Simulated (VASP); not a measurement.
A run of VASP 6.6.1:

Contents of INCAR:

```
SYSTEM = CdSe
  PREC = Accurate
  ENCUT = 520
  EDIFF = 1E-6
  ISMEAR = -1
  SIGMA = 0.05
  LREAL = .False.
  LASPH = .True.
  NELM = 60
  ALGO = Normal
  ISIF = 2
  LWAVE = .False.
  LCHARG = .False.
  GGA = RE
  IVDW = 12
  NBANDS = 26
```

KPOINTS

```
Automatic mesh
0
Gamma
  7 7 4
  0 0 0
```

POSCAR

```
CdSe
1.0
    4.3565854364      0.0000000000      0.0000000000
   -2.1782927182      3.7729136617      0.0000000000
    0.0000000000      0.0000000000      7.1123790148
Cd Se
2 2
Direct
    0.6666666667      0.3333333333      0.5000000000
    0.3333333333      0.6666666667      0.0000000000
    0.6666666667      0.3333333333      0.8850000000
    0.3333333333      0.6666666667      0.3850000000
```

Potentials or basis: VASP PAW PBE potentials, release 64 (Cd, Se).

Command:

```bash
$ cat potpaw_PBE.64/Cd/POTCAR potpaw_PBE.64/Se/POTCAR > POTCAR
$ mpirun -np 1 vasp_std > vasp.out
```

Hardware: 1 thread of Intel(R) Xeon(R) 6975P-C (Granite Rapids), with other jobs on the host.

Q: Estimate the wall time of this run.

A: Wall time 24 s on 1 thread of Intel(R) Xeon(R) 6975P-C (Granite Rapids) (shared host), peak memory 0.25 GiB. Counts: scf iterations 14, k points 24.
